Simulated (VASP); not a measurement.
# MgO (wurtzite type) (P6_3/mmc) in VASP: a series of runs

The runs below take MgO (wurtzite type) through single point, with PBE.

Everything below comes from runs of VASP 6.6.1. Logs are shortened: lines on timing, memory, paths and dates and some standing lists are left out, and cuts for length are marked.

**1. The cell of the first run**

Symmetry: P6_3/mmc, No. 194, hexagonal system. The conventional cell has a = 3.096 Å, b = 3.096 Å, c = 3.757 Å, α = 90.00°, β = 90.00°, γ = 120.00°. Within 2.4 Å of Mg (site symmetry -6m2) lie 5 O at 1.79 to 1.88 Å. O (site symmetry -6m2) has 5 Mg at 1.79 to 1.88 Å within 2.4 Å.

**2. Single point, PBE (volume scaled by 0.64)**

Contents of INCAR:

```
SYSTEM = MgO
ALGO     = Normal         ! electronic algorithm
EDIFF    = 1E-6           ! SCF threshold, eV
ENCUT    = 520            ! plane-wave cutoff, eV
GGA      = PE             ! functional
ISIF     = 2              ! what is computed and relaxed
ISMEAR   = -1             ! smearing method
LASPH    = .TRUE.         ! aspherical terms in the spheres
LCHARG   = .TRUE.         ! write CHGCAR
LELF     = .TRUE.         ! ELF
LREAL    = .FALSE.        ! projectors in reciprocal space
LVHAR    = .TRUE.       
LWAVE    = .FALSE.        ! write WAVECAR
NBANDS   = 16             ! bands
NELM     = 60             ! most SCF steps
PREC     = Accurate       ! precision mode
SIGMA    = 0.08           ! smearing width, eV
```

Contents of KPOINTS:

```
k-points
0
G
  12 12 7
  0 0 0
```

Contents of POSCAR:

```
MgO
1.0
    3.0960069093      0.0000000000      0.0000000000
   -1.5480034547      2.6812206337      0.0000000000
    0.0000000000      0.0000000000      3.7571928652
Mg O
2 2
Direct
    0.3333333333      0.6666666667     -0.0620068240
    0.6666666667      0.3333333333      0.4379931760
    0.3333333333      0.6666666667      0.4380068240
    0.6666666667      0.3333333333      0.9380068240
```

Potentials or basis: VASP PAW PBE potentials, release 64 (Mg, O).

Command:

```
cat potpaw_PBE.64/Mg/POTCAR potpaw_PBE.64/O/POTCAR > POTCAR
mpirun -np 1 vasp_std > vasp.out
```

OUTCAR:

```text
SYSTEM = MgO
   EDIFF = 1E-6
   ENCUT = 520
   GGA = PE
   ISIF = 2
   ISMEAR = -1
   LASPH = .TRUE.
   LREAL = .FALSE.
   NELM = 60
   PREC = Accurate

 ion  position               nearest neighbor table
   1  0.333  0.667  0.938-   4 1.79   4 1.79   4 1.79   3 1.88   3 1.88   2 2.59   2 2.59   2 2.59
                             2 2.59   2 2.59   2 2.59
   2  0.667  0.333  0.438-   3 1.79   3 1.79   3 1.79   4 1.88   4 1.88   1 2.59   1 2.59   1 2.59
                             1 2.59   1 2.59   1 2.59
   3  0.333  0.667  0.438-   2 1.79   2 1.79   2 1.79   1 1.88   1 1.88
   4  0.667  0.333  0.938-   1 1.79   1 1.79   1 1.79   2 1.88   2 1.88

  LATTYP: Found a hexagonal cell.
 ALAT       =     3.0960069093
 C/A-ratio  =     1.2135608787

  Lattice vectors:

 A1 = (   3.0960069093,   0.0000000000,   0.0000000000)
 A2 = (  -1.5480034547,   2.6812206337,   0.0000000000)
 A3 = (   0.0000000000,   0.0000000000,   3.7571928652)

Analysis of symmetry for initial positions (statically):
=====================================================================
 Subroutine PRICEL returns:
 Original cell was already a primitive cell.

 Routine SETGRP: Setting up the symmetry group for a
 hexagonal supercell.

 Subroutine GETGRP returns: Found 12 space group operations
 (whereof  6 operations were pure point group operations)
 out of a pool of 24 trial point group operations.

The static configuration has the point symmetry C_3v.
 The point group associated with its full space group is C_6v.

Analysis of symmetry for dynamics (positions and initial velocities):
=====================================================================
 Subroutine PRICEL returns:
 Original cell was already a primitive cell.

 Routine SETGRP: Setting up the symmetry group for a
 hexagonal supercell.

 Subroutine GETGRP returns: Found 12 space group operations
 (whereof  6 operations were pure point group operations)
 out of a pool of 24 trial point group operations.

The dynamic configuration has the point symmetry C_3v.
 The point group associated with its full space group is C_6v.

 Subroutine INISYM returns: Found 12 space group operations
 (whereof  6 operations are pure point group operations),
 and found     1 'primitive' translations

----------------------------------------------------------------------------------------

                                     Primitive cell

  volume of cell :      31.1887

  direct lattice vectors                    reciprocal lattice vectors
     3.096006909  0.000000000  0.000000000     0.322996695  0.186482229  0.000000000
    -1.548003455  2.681220634  0.000000000     0.000000000  0.372964458  0.000000000
     0.000000000  0.000000000  3.757192865     0.000000000  0.000000000  0.266156153

  length of vectors
     3.096006909  3.096006909  3.757192865     0.372964458  0.372964458  0.266156153

  position of ions in fractional coordinates (direct lattice)
     0.333333333  0.666666667  0.937993176
     0.666666667  0.333333333  0.437993176
     0.333333333  0.666666667  0.438006824
     0.666666667  0.333333333  0.938006824

  ion indices of the primitive-cell ions
   primitive index   ion index
                 1           1
                 2           2
                 3           3
                 4           4

----------------------------------------------------------------------------------------

 KPOINTS: k-points

Automatic generation of k-mesh.
 Grid dimensions read from file:
 generate k-points for:   12   12    7

 Generating k-lattice:

  Cartesian coordinates                     Fractional coordinates (reciprocal lattice)
     0.026916391  0.015540186  0.000000000     0.083333333  0.000000000  0.000000000
     0.000000000  0.031080371  0.000000000     0.000000000  0.083333333  0.000000000
     0.000000000  0.000000000  0.038022308     0.000000000  0.000000000  0.142857143

  Length of vectors
     0.031080371  0.031080371  0.038022308

  Shift w.r.t. Gamma in fractional coordinates (k-lattice)
     0.000000000  0.000000000  0.000000000

 Subroutine IBZKPT returns following result:
 ===========================================

 Found     76 irreducible k-points:

 Following reciprocal coordinates:
            Coordinates               Weight
  0.000000  0.000000  0.000000      1.000000
  0.083333  0.000000  0.000000      6.000000
  0.166667  0.000000  0.000000      6.000000
  0.250000  0.000000  0.000000      6.000000
  0.333333  0.000000  0.000000      6.000000
  0.416667  0.000000  0.000000      6.000000
[... 16 lines left out ...]
  0.250000  0.000000  0.142857     12.000000
  0.333333  0.000000  0.142857     12.000000
 [... further k-points ...]
   k-points           NKPTS =     76   k-points in BZ     NKDIM =     76   number of bands    NBANDS=     16
   number of dos      NEDOS =    301   number of ions     NIONS =      4
   total plane-waves  NPLWV =  16128
   dimension x,y,z NGX =    24 NGY =   24 NGZ =   28
   dimension x,y,z NGXF=    48 NGYF=   48 NGZF=   56
   ions per type =               2   2
   NGX,Y,Z   is equivalent  to a cutoff of  12.89, 12.89, 12.39 a.u.
   NGXF,Y,Z  is equivalent  to a cutoff of  25.77, 25.77, 24.78 a.u.
 SYSTEM =  MgO
   PREC   = accura    normal or accurate (medium, high low for compatibility)
   ISTART =      0    job   : 0-new  1-cont  2-samecut
   ICHARG =      2    charge: 1-file 2-atom 10-const
   ISPIN  =      1    spin polarized calculation?
   LNONCOLLINEAR =      F non collinear calculations
   LSORBIT =      F    spin-orbit coupling
   LASPH  =      T    aspherical Exc in radial PAW
   ENCUT  =  520.0 eV  38.22 Ry    6.18 a.u.   5.76  5.76  6.99*2*pi/ulx,y,z
   NELM   =     60;   NELMIN=  2; NELMDL= -5     # of ELM steps
   EDIFF  = 0.1E-05   stopping-criterion for ELM
   LREAL  =      F    real-space projection
   EDIFFG = 0.1E-04   stopping-criterion for IOM
   NSW    =      0    number of steps for IOM
   IBRION =     -1    ionic relax: 0-MD 1-quasi-New 2-CG
   NFREE  =      0    steps in history (QN), initial steepest desc. (CG)
   ISIF   =      2    stress and relaxation
   ISYM   =      2    0-nonsym 1-usesym 2-fastsym
   POTIM  = 0.5000    time-step for ionic-motion
   TEBEG  =    0.0;   TEEND  =   0.0 temperature during run
   PSTRESS=    0.0 pullay stress
   NELECT =      16.0000    total number of electrons
   NUPDOWN=      -1.0000    fix difference up-down
   EMIN   =  10.00;   EMAX   =-10.00  energy-range for DOS
   EFERMI =   0.00;   METHOD = LEGACY
   ISMEAR =    -1;   SIGMA  =   0.08  broadening in eV -4-tet -1-fermi 0-gaus
   EFERMI_NEDOS =   21; number of points for ismear=-14 and -15
   IALGO  =     38    algorithm
   IMIX   =      4    mixing-type and parameters
     AMIX     =   0.40;   BMIX     =  1.00
     AMIX_MAG =   1.60;   BMIX_MAG =  1.00
  volume/ion in A,a.u.               =       7.80        52.62
  Fermi-wavevector in a.u.,A,eV,Ry     =   1.310536  2.476553 23.368056  1.717504
  Thomas-Fermi vector in A             =   2.441059
   LORBIT       =      0    0 simple, 1 ext, 2 COOP (PROOUT), +10 PAW based schemes
   GGA     = PE    functional components
   LHFCALC =     F    Hartree Fock is set to
   AEXX    =    0.0000 exact exchange contribution
   IVDW    =     0    specifies the selected vdW correction
   LEPSILON=     F    determine dielectric tensor
   LRPA    =     F    only Hartree local field effects (RPA)
 non-spin polarized calculation
  energy-cutoff  :      520.00
  volume of cell :       31.19
 maximum number of plane-waves:       849
 NGX is ok and might be reduce to    24
   NGX = 11   NGY = 11   NGZ = 13

 number of electron      16.0000010 magnetization

 Free energy of the ion-electron system (eV)
  ---------------------------------------------------
  ext. energy  EPLUGINS =         0.00000000
  ---------------------------------------------------
  free energy    TOTEN  =       -20.39425748 eV

  energy without entropy =      -20.39425748  energy(sigma->0) =      -20.39425748

 E-fermi :   6.2596     XC(G=0): -11.7174

 val. band max:        4.7984306291   @ k =   0.0000   0.0000   0.0000
 cond. band min:      10.1168907470   @ k =   0.0000   0.0000   0.0000
 fundamental gap:      5.3184601179
 Fermi energy:         6.2596408397

 k-point     1 :       0.0000    0.0000    0.0000
  band No.  band energies     occupation
      1     -14.0215      2.00000
      2     -11.5796      2.00000
      3      -0.2864      2.00000
      4       2.2923      2.00000
      5       2.2923      2.00000
      6       3.3824      2.00000
[... 8 lines left out ...]
     15      22.3367      0.00000
     16      24.5753      0.00000

 k-point     2 :       0.0833    0.0000    0.0000
  band No.  band energies     occupation
      1     -13.9586      2.00000
      2     -11.5829      2.00000
      3      -0.2150      2.00000
      4       2.1414      2.00000
      5       2.2155      2.00000
      6       3.1870      2.00000
[... 8 lines left out ...]
     15      22.0581      0.00000
     16      24.2276      0.00000

 k-point     3 :       0.1667    0.0000    0.0000
  band No.  band energies     occupation
      1     -13.7776      2.00000
      2     -11.5997      2.00000
      3      -0.0050      2.00000
      4       1.6736      2.00000
      5       2.0419      2.00000
      6       2.8192      2.00000
[... 8 lines left out ...]
     15      22.0245      0.00000
     16      23.4394      0.00000

 k-point     4 :       0.2500    0.0000    0.0000
  band No.  band energies     occupation
      1     -13.5028      2.00000
      2     -11.6462      2.00000
      3       0.3296      2.00000
      4       1.0026      2.00000
      5       1.8525      2.00000
      6       2.5198      2.00000
[... 8 lines left out ...]
     15      22.4073      0.00000
     16      22.6081      0.00000
[... 324 lines left out ...]
 k-point    22 :       0.1667    0.0000    0.1429
  band No.  band energies     occupation
      1     -13.6687      2.00000
      2     -11.7007      2.00000
      3       0.0201      2.00000
      4       1.7954      2.00000
      5       2.1048      2.00000
      6       2.6421      2.00000
[... 8 lines left out ...]
     15      22.2527      0.00000
     16      23.4972      0.00000

 k-point    23 :       0.2500    0.0000    0.1429
  band No.  band energies     occupation
      1     -13.4028      2.00000
      2     -11.7222      2.00000
      3       0.1240      2.00000
      4       1.2539      2.00000
      5       1.9270      2.00000
      6       2.3350      2.00000
[... 8 lines left out ...]
     15      22.5288      0.00000
     16      22.8639      0.00000

 k-point    24 :       0.3333    0.0000    0.1429
  band No.  band energies     occupation
      1     -13.0891      2.00000
      2     -11.7863      2.00000
      3      -0.0080      2.00000
      4       1.0515      2.00000
      5       1.7777      2.00000
      6       2.0979      2.00000
[... 8 lines left out ...]
     15      22.2697      0.00000
     16      22.9130      0.00000

 [... further k-points ...]

------------------------ aborting loop because EDIFF is reached ----------------------------------------

  FORCE on cell =-STRESS in cart. coord.  units (eV):
  Direction    XX          YY          ZZ          XY          YZ          ZX
  --------------------------------------------------------------------------------------
  -------------------------------------------------------------------------------------
  Total       19.9117978     19.9117978     19.7608976     -0.0000000      0.0000000     -0.0000000
  in kB     1022.8762474   1022.8762474   1015.1244448     -0.0000000      0.0000000     -0.0000000
  external PRESSURE =    1020.2923132 kB  Pullay stress =       0.0000000 kB

 VOLUME and BASIS-vectors are now :
 -----------------------------------------------------------------------------
  energy-cutoff  :      520.00
  volume of cell :       31.19
      direct lattice vectors                 reciprocal lattice vectors
     3.096006909  0.000000000  0.000000000     0.322996695  0.186482229  0.000000000
    -1.548003455  2.681220634  0.000000000     0.000000000  0.372964458  0.000000000
     0.000000000  0.000000000  3.757192865     0.000000000  0.000000000  0.266156153

 POSITION                                       TOTAL-FORCE (eV/Angst)
 -----------------------------------------------------------------------------------
     -0.00000      1.78748      3.52422         0.000000      0.000000      0.001026
      1.54800      0.89374      1.64562        -0.000000     -0.000000      0.001026
     -0.00000      1.78748      1.64568        -0.000000     -0.000000     -0.001026
      1.54800      0.89374      3.52427        -0.000000     -0.000000     -0.001026
 -----------------------------------------------------------------------------------
    total drift:                               -0.000000      0.000000     -0.000173

  FREE ENERGIE OF THE ION-ELECTRON SYSTEM (eV)
  ---------------------------------------------------
  free  energy   TOTEN  =       -20.3942574811 eV

  energy  without entropy=      -20.3942574810  energy(sigma->0) =      -20.39425748
```

It took 22 s on 1 thread of Intel Xeon Platinum 8259CL at 2.50GHz (Skylake/Cascade Lake), shared host; peak memory 0.16 GiB.

What came out:

```
Free energy            : -20.3943 eV
Pressure               : 102.0 GPa
Band gap on the k mesh : 5.32 eV, direct
```

**3. Single point, PBE (volume scaled by 0.8)**

Contents of INCAR:

```
PREC = Accurate
ENCUT = 520
EDIFF = 1E-7
ISMEAR = -1
SIGMA = 0.08
LREAL = F
LASPH = T
NELM = 100
ALGO = Normal
ISIF = 2
LWAVE = F
LCHARG = F
GGA = PE
NBANDS = 16
```

Contents of KPOINTS:

```
Automatic mesh
0
Gamma
  12 12 7
```

Contents of POSCAR:

```
MgO
1.0
    3.3387849050      0.0000000000      0.0000000000
   -1.6693924525      2.8914725455      0.0000000000
    0.0000000000      0.0000000000      4.0383175066
Mg O
2 2
Direct
    0.3333333333      0.6666666667     -0.0620051006
    0.6666666667      0.3333333333      0.4379948994
    0.3333333333      0.6666666667      0.4380051006
    0.6666666667      0.3333333333      0.9380051006
```

Potentials or basis: VASP PAW PBE potentials, release 64 (Mg, O).

Command:

```
cat potpaw_PBE.64/Mg/POTCAR potpaw_PBE.64/O/POTCAR > POTCAR
mpirun -np 1 vasp_std > vasp.out
```

Run time: 37 s. Hardware: 1 thread of Intel Xeon Platinum 8259CL at 2.50GHz (Skylake/Cascade Lake), shared host; peak memory 0.18 GiB.

It converged, with:

- Free energy: -23.2184 eV
- Pressure: 25.9 GPa
- Band gap on the k mesh: 4.07 eV, direct

Stress tensor (GPa, compression positive):
```
26.03  0.00  0.00
 0.00 26.03  0.00
 0.00  0.00 25.67
```

Levels at points of the mesh, in eV from the valence-band top:
```tsv
k point	band 5	band 6	band 7	band 8	band 9	band 10	band 11	band 12
(0.00, 0.00, 0.00)	-1.98	-1.00	-1.00	0.00	4.07	10.47	13.16	13.45
(0.50, 0.00, 0.00)	-2.64	-2.20	-1.50	-0.63	7.36	10.14	10.35	13.43
```

 A k mesh can miss the band edges.

**4. Single point, PBE (volume scaled by 0.88)**

Contents of INCAR:

```
PREC     = Accurate       # precision mode
ENCUT    = 520            # plane-wave cutoff, eV
EDIFF    = 1E-6           # SCF threshold, eV
ISMEAR   = -1             # smearing method
SIGMA    = 0.08           # smearing width, eV
LREAL    = False          # projectors in reciprocal space
LASPH    = True           # aspherical terms in the spheres
NELM     = 60             # most SCF steps
ALGO     = Normal         # electronic algorithm
ISIF     = 2              # what is computed and relaxed
LWAVE    = False          # write WAVECAR
LCHARG   = False          # write CHGCAR
GGA      = PE             # functional
NBANDS   = 16             # bands
```

KPOINTS is that of step 3.

Contents of POSCAR:

```
MgO
1.0
    3.4493637266      0.0000000000      0.0000000000
   -1.7246818633      2.9872366141      0.0000000000
    0.0000000000      0.0000000000      4.1619038766
Mg O
2 2
Direct
    0.3333333333      0.6666666667     -0.0620060772
    0.6666666667      0.3333333333      0.4379939228
    0.3333333333      0.6666666667      0.4380060772
    0.6666666667      0.3333333333      0.9380060772
```

Command:

```
cat potpaw_PBE.64/Mg/POTCAR potpaw_PBE.64/O/POTCAR > POTCAR
mpirun -np 1 vasp_std > vasp.out
```

It took 41 s on 1 thread of Intel Xeon Platinum 8259CL at 2.50GHz (Skylake/Cascade Lake), shared host; peak memory 0.19 GiB.

It converged, with:

- Free energy: -23.6163 eV
- Pressure: 7.8 GPa
- Band gap on the k mesh: 3.56 eV, direct

Stress tensor (GPa, compression positive):
```
7.84 0.00 0.00
0.00 7.84 0.00
0.00 0.00 7.62
```

Levels at points of the mesh, in eV from the valence-band top:
```csv
k point,band 5,band 6,band 7,band 8,band 9,band 10,band 11,band 12
"(0.00, 0.00, 0.00)",-1.79,-0.85,-0.85,0.00,3.56,9.67,12.40,12.75
"(0.50, 0.00, 0.00)",-2.40,-2.03,-1.34,-0.56,7.08,9.33,9.89,12.41
```

 A k mesh can miss the band edges.

**5. Single point, PBE (volume scaled by 0.94)**

Contents of INCAR:

```
ALGO = Normal
EDIFF = 1E-6
ENCUT = 520
GGA = PE
ISIF = 2
ISMEAR = -1
LASPH = True
LCHARG = False
LREAL = False
LWAVE = False
NBANDS = 16
NELM = 60
PREC = Accurate
SIGMA = 0.08
```

Contents of KPOINTS:

```
k-points
0
Gamma
  12 12 7
```

Contents of POSCAR:

```
MgO
1.0
    3.5289938660      0.0000000000      0.0000000000
   -1.7644969330      3.0561983377      0.0000000000
    0.0000000000      0.0000000000      4.2473045613
Mg O
2 2
Direct
    0.3333333333      0.6666666667     -0.0620014684
    0.6666666667      0.3333333333      0.4379985316
    0.3333333333      0.6666666667      0.4380014684
    0.6666666667      0.3333333333      0.9380014684
```

Command:

```
cat potpaw_PBE.64/Mg/POTCAR potpaw_PBE.64/O/POTCAR > POTCAR
mpirun -np 1 vasp_std > vasp.out
```

Wall time 48 s (1 thread of Intel Xeon Platinum 8259CL at 2.50GHz (Skylake/Cascade Lake), shared host); peak memory 0.2 GiB.

It converged, with:

```
Free energy            : -23.6738 eV
Pressure               : -1.3 GPa
Band gap on the k mesh : 3.23 eV, direct
```

Stress tensor (GPa, compression positive):
```
-1.28  0.00  0.00
 0.00 -1.28  0.00
 0.00  0.00 -1.43
```

Levels at points of the mesh, in eV from the valence-band top:
```csv
k point,band 5,band 6,band 7,band 8,band 9,band 10,band 11,band 12
"(0.00, 0.00, 0.00)",-1.66,-0.76,-0.76,0.00,3.23,9.14,11.89,12.29
"(0.50, 0.00, 0.00)",-2.25,-1.92,-1.24,-0.51,6.88,8.67,9.71,11.64
```

 A k mesh can miss the band edges.

**6. The runs side by side**

| cell | gap on the mesh (eV) | pressure (GPa) |
| --- | --- | --- |
| a = 3.096, b = 3.096, c = 3.757 Å, angles 90.0, 90.0, 120.0°, 4 atoms | 5.32 | 102.0 |
| a = 3.339, b = 3.339, c = 4.038 Å, angles 90.0, 90.0, 120.0°, 4 atoms | 4.07 | 25.9 |
| a = 3.449, b = 3.449, c = 4.162 Å, angles 90.0, 90.0, 120.0°, 4 atoms | 3.56 | 7.8 |
| a = 3.529, b = 3.529, c = 4.247 Å, angles 90.0, 90.0, 120.0°, 4 atoms | 3.23 | -1.3 |

Alike in all rows: task single point; level PBE; potentials or basis VASP PAW PBE potentials, release 64 (Mg, O); no spin polarisation; k mesh 12 × 12 × 7; cutoff (eV) 520; smearing fermi-dirac 0.08 eV.

Total energies depend on the potentials used, so only differences within one code and one set of settings carry meaning.
